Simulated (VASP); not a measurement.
# Zn (P6_3/mmc) in VASP: single point with LDA

Aim: the single point of Zn with LDA.

All numbers are computed with VASP 6.6.1; they aren't measurements. Logs are shortened: lines on timing, memory, paths and dates and some standing lists are left out, and cuts for length are marked.

**1. The cell of the first run**

It takes space group P6_3/mmc (No. 194, hexagonal). The conventional cell has a = 2.493 Å, b = 2.493 Å, c = 4.143 Å, α = 90.00°, β = 90.00°, γ = 120.00°. Zn (site symmetry -6m2) has 12 Zn at 2.49 to 2.52 Å within 3.3 Å.

**2. Single point, LDA**

The input, INCAR:

```
SYSTEM = Zn
PREC = Accurate ; ENCUT = 520
EDIFF = 1E-6 ; ISMEAR = 0
SIGMA = 0.1 ; LREAL = .FALSE.
LASPH = .TRUE. ; NELM = 60
ALGO = Fast ; ISIF = 2
LWAVE = .FALSE. ; LCHARG = .FALSE.
NBANDS = 19
```

The input, KPOINTS:

```
regular mesh
0
G
  57 57 26
  0 0 0
```

The input, POSCAR:

```
Zn
1.0
    2.4933060767      0.0000000000      0.0000000000
   -1.2466530384      2.1592664018      0.0000000000
    0.0000000000      0.0000000000      4.1429867432
Zn
2
Direct
    0.3333333333      0.6666666667      0.2500000000
    0.6666666667      0.3333333333      0.7500000000
```

Potentials or basis: VASP PAW LDA potentials, release 64 (Zn).

Launch:

```sh
> cat potpaw_LDA.64/Zn/POTCAR > POTCAR
> mpirun -np 1 vasp_std > vasp.out
```

OUTCAR:

```text
SYSTEM = Zn
   PREC = Accurate
   ENCUT = 520
   EDIFF = 1E-6
   ISMEAR = 0
   LREAL = .FALSE.
   LASPH = .TRUE.
   NELM = 60
   ISIF = 2

 ion  position               nearest neighbor table
   1  0.333  0.667  0.250-   2 2.52   2 2.52   2 2.52   2 2.52   2 2.52   2 2.52
   2  0.667  0.333  0.750-   1 2.52   1 2.52   1 2.52   1 2.52   1 2.52   1 2.52

  LATTYP: Found a hexagonal cell.
 ALAT       =     2.4933060767
 C/A-ratio  =     1.6616438639

  Lattice vectors:

 A1 = (   2.4933060767,   0.0000000000,   0.0000000000)
 A2 = (  -1.2466530384,   2.1592664018,   0.0000000000)
 A3 = (   0.0000000000,   0.0000000000,   4.1429867432)

Analysis of symmetry for initial positions (statically):
=====================================================================
 Subroutine PRICEL returns:
 Original cell was already a primitive cell.

 Routine SETGRP: Setting up the symmetry group for a
 hexagonal supercell.

 Subroutine GETGRP returns: Found 24 space group operations
 (whereof 12 operations were pure point group operations)
 out of a pool of 24 trial point group operations.

The static configuration has the point symmetry D_3d.
 The point group associated with its full space group is D_6h.

Analysis of symmetry for dynamics (positions and initial velocities):
=====================================================================
 Subroutine PRICEL returns:
 Original cell was already a primitive cell.

 Routine SETGRP: Setting up the symmetry group for a
 hexagonal supercell.

 Subroutine GETGRP returns: Found 24 space group operations
 (whereof 12 operations were pure point group operations)
 out of a pool of 24 trial point group operations.

The dynamic configuration has the point symmetry D_3d.
 The point group associated with its full space group is D_6h.

 Subroutine INISYM returns: Found 24 space group operations
 (whereof 12 operations are pure point group operations),
 and found     1 'primitive' translations

----------------------------------------------------------------------------------------

                                     Primitive cell

  volume of cell :      22.3046

  direct lattice vectors                    reciprocal lattice vectors
     2.493306077  0.000000000  0.000000000     0.401073903  0.231560126  0.000000000
    -1.246653038  2.159266402  0.000000000     0.000000000  0.463120252  0.000000000
     0.000000000  0.000000000  4.142986743     0.000000000  0.000000000  0.241371760

  length of vectors
[... 81 lines left out ...]
   NELM   =     60;   NELMIN=  2; NELMDL= -5     # of ELM steps
   EDIFF  = 0.1E-05   stopping-criterion for ELM
   LREAL  =      F    real-space projection
   EDIFFG = 0.1E-04   stopping-criterion for IOM
   NSW    =      0    number of steps for IOM
   IBRION =     -1    ionic relax: 0-MD 1-quasi-New 2-CG
   NFREE  =      0    steps in history (QN), initial steepest desc. (CG)
   ISIF   =      2    stress and relaxation
   ISYM   =      2    0-nonsym 1-usesym 2-fastsym
   POTIM  = 0.5000    time-step for ionic-motion
   TEBEG  =    0.0;   TEEND  =   0.0 temperature during run
   PSTRESS=    0.0 pullay stress
   NELECT =      24.0000    total number of electrons
   NUPDOWN=      -1.0000    fix difference up-down
   EMIN   =  10.00;   EMAX   =-10.00  energy-range for DOS
   EFERMI =   0.00;   METHOD = LEGACY
   ISMEAR =     0;   SIGMA  =   0.10  broadening in eV -4-tet -1-fermi 0-gaus
   EFERMI_NEDOS =   21; number of points for ismear=-14 and -15
   IALGO  =     68    algorithm
   IMIX   =      4    mixing-type and parameters
     AMIX     =   0.40;   BMIX     =  1.00
     AMIX_MAG =   1.60;   BMIX_MAG =  1.00
  volume/ion in A,a.u.               =      11.15        75.26
  Fermi-wavevector in a.u.,A,eV,Ry     =   1.677568  3.170144 38.289982  2.814234
  Thomas-Fermi vector in A             =   2.761811
   LORBIT       =      0    0 simple, 1 ext, 2 COOP (PROOUT), +10 PAW based schemes
   GGA     = CA    functional components
   LHFCALC =     F    Hartree Fock is set to
   AEXX    =    0.0000 exact exchange contribution
   IVDW    =     0    specifies the selected vdW correction
   LEPSILON=     F    determine dielectric tensor
   LRPA    =     F    only Hartree local field effects (RPA)
 non-spin polarized calculation
 RMM-DIIS sequential band-by-band and
 Gauss-broadening in eV      SIGMA  =   0.10
  energy-cutoff  :      520.00
  volume of cell :       22.30
 maximum number of plane-waves:       622
 NGX is ok and might be reduce to    20
   NGX =  9   NGY =  9   NGZ = 15

 number of electron      23.9999990 magnetization

 Free energy of the ion-electron system (eV)
  ---------------------------------------------------
  ext. energy  EPLUGINS =         0.00000000
  ---------------------------------------------------
  free energy    TOTEN  =        -3.36822904 eV

  energy without entropy =       -3.36713019  energy(sigma->0) =       -3.36767962

 E-fermi :   5.8546     XC(G=0): -13.6523

 val. band max:        5.8481927549   @ k =   0.3158   0.2105   0.0000
 cond. band min:       5.8650975916   @ k =   0.1930   0.0175   0.0769
 fundamental gap:      0.0169048367
 Fermi energy:         5.8545933804

 k-point     1 :       0.0000    0.0000    0.0000
  band No.  band energies     occupation
      1      -7.6765      2.00000
      2      -4.6939      2.00000
      3      -3.3532      2.00000
      4      -3.2380      2.00000
      5      -3.2380      2.00000
      6      -3.0884      2.00000
[... 505 lines left out ...]
      6      -3.0609      2.00000
[... 11 lines left out ...]
     18      21.6793      0.00000
     19      25.0617      0.00000

 [... further k-points ...]

------------------------ aborting loop because EDIFF is reached ----------------------------------------

  FORCE on cell =-STRESS in cart. coord.  units (eV):
  Direction    XX          YY          ZZ          XY          YZ          ZX
  --------------------------------------------------------------------------------------
  -------------------------------------------------------------------------------------
  Total        4.3722792      4.3722792      4.3497235     -0.0000000     -0.0000000      0.0000000
  in kB      314.0675757    314.0675756    312.4473646     -0.0000000     -0.0000000      0.0000000
  external PRESSURE =     313.5275053 kB  Pullay stress =       0.0000000 kB

 VOLUME and BASIS-vectors are now :
 -----------------------------------------------------------------------------
  energy-cutoff  :      520.00
  volume of cell :       22.30
      direct lattice vectors                 reciprocal lattice vectors
     2.493306077  0.000000000  0.000000000     0.401073903  0.231560126  0.000000000
    -1.246653038  2.159266402  0.000000000     0.000000000  0.463120252  0.000000000
     0.000000000  0.000000000  4.142986743     0.000000000  0.000000000  0.241371760

 POSITION                                       TOTAL-FORCE (eV/Angst)
 -----------------------------------------------------------------------------------
     -0.00000      1.43951      1.03575        -0.000000     -0.000000      0.000000
      1.24665      0.71976      3.10724         0.000000      0.000000      0.000000
 -----------------------------------------------------------------------------------
    total drift:                               -0.000000      0.000000      0.000000

  FREE ENERGIE OF THE ION-ELECTRON SYSTEM (eV)
  ---------------------------------------------------
  free  energy   TOTEN  =        -3.3682290443 eV

  energy  without entropy=       -3.3671301910  energy(sigma->0) =       -3.36767962
```

OSZICAR:

```text
N       E                     dE             d eps       ncg     rms          rms(c)
DAV:   1     0.108542578553E+03    0.10854E+03   -0.12286E+04172734   0.219E+03
DAV:   2     0.104347833442E+01   -0.10750E+03   -0.10368E+03160675   0.303E+02
DAV:   3    -0.381977080385E+01   -0.48632E+01   -0.48414E+01175439   0.705E+01
DAV:   4    -0.384315558143E+01   -0.23385E-01   -0.23379E-01173235   0.495E+00
DAV:   5    -0.384317731008E+01   -0.21729E-04   -0.21729E-04173994   0.138E-01    0.839E+00
RMM:   6    -0.342231617926E+01    0.42086E+00   -0.11080E+00188567   0.129E+01    0.545E+00
RMM:   7    -0.338514213007E+01    0.37174E-01   -0.47054E-02193000   0.302E+00    0.251E+00
RMM:   8    -0.336834168452E+01    0.16800E-01   -0.11017E-02184332   0.819E-01    0.135E-01
RMM:   9    -0.336826764847E+01    0.74036E-04   -0.20182E-03197662   0.642E-01    0.111E-01
RMM:  10    -0.336822851813E+01    0.39130E-04   -0.33730E-04196267   0.181E-01    0.276E-02
RMM:  11    -0.336822909997E+01   -0.58184E-06   -0.28676E-05197081   0.618E-02    0.684E-03
RMM:  12    -0.336823080831E+01   -0.17083E-05   -0.67858E-06182672   0.282E-02    0.140E-02
RMM:  13    -0.336822905976E+01    0.17486E-05   -0.43259E-06147834   0.274E-02    0.117E-03
RMM:  14    -0.336822904433E+01    0.15430E-07   -0.13014E-07 95888   0.386E-03
   1 F= -.33682290E+01 E0= -.33676796E+01  d E =-.109885E-02
```

stdout:

```text
POSCAR found type information on POSCAR Zn
 POSCAR found :  1 types and       2 ions
 scaLAPACK will be used
 LDA part: xc-table for (Slater(with rela. corr.)+CA(PZ))
 , standard interpolation
 POSCAR, INCAR and KPOINTS ok, starting setup
 FFT: planning ... GRIDC
 FFT: planning ... GRID_SOFT
 FFT: planning ... GRID
 WAVECAR not read
 entering main loop
WARNING in EDDRMM: call to ZHEGV failed, returncode =   8  4     15
WARNING in EDDRMM: call to ZHEGV failed, returncode =   8  4     19
WARNING in EDDRMM: call to ZHEGV failed, returncode =   6  3     15
WARNING in EDDRMM: call to ZHEGV failed, returncode =   8  4     15
WARNING in EDDRMM: call to ZHEGV failed, returncode =   8  4     16
WARNING in EDDRMM: call to ZHEGV failed, returncode =   8  4     16
WARNING in EDDRMM: call to ZHEGV failed, returncode =   8  4     16
WARNING in EDDRMM: call to ZHEGV failed, returncode =   6  3     18
WARNING in EDDRMM: call to ZHEGV failed, returncode =   8  4     16
WARNING in EDDRMM: call to ZHEGV failed, returncode =   8  4     16
[... 42 lines left out ...]
WARNING in EDDRMM: call to ZHEGV failed, returncode =   8  4     17
WARNING in EDDRMM: call to ZHEGV failed, returncode =   6  3     18
WARNING in EDDRMM: call to ZHEGV failed, returncode =   8  4     19
WARNING in EDDRMM: call to ZHEGV failed, returncode =   6  3     18
WARNING in EDDRMM: call to ZHEGV failed, returncode =   8  4     19
WARNING in EDDRMM: call to ZHEGV failed, returncode =   8  4     17
WARNING in EDDRMM: call to ZHEGV failed, returncode =   8  4     19
WARNING in EDDRMM: call to ZHEGV failed, returncode =   6  3     18
WARNING in EDDRMM: call to ZHEGV failed, returncode =   8  4     16
WARNING in EDDRMM: call to ZHEGV failed, returncode =   8  4     16
```

It took 30 min on 1 thread of Oxide Virtual Turin-like, shared host; peak memory 1.3 GiB.

Results:

- Free energy: -3.3682 eV
- Pressure: 31.4 GPa
- Band gap on the k mesh: zero (bands 12 and 13 overlap by 3.14 eV)

Levels at points of the mesh, in eV from the Fermi level:
```tsv
k point	band 8	band 9	band 10	band 11	band 12	band 13	band 14	band 15	band 16	band 17
(0.00, 0.00, 0.00)	-8.67	-8.67	-8.08	-8.08	-4.91	-1.45	18.74	18.74	19.72	20.67
(0.00, 0.00, 0.50)	-9.12	-8.27	-8.27	-8.27	-8.27	8.18	8.18	20.50	20.50	20.73
```

Caveat: the cell stands under pressure.
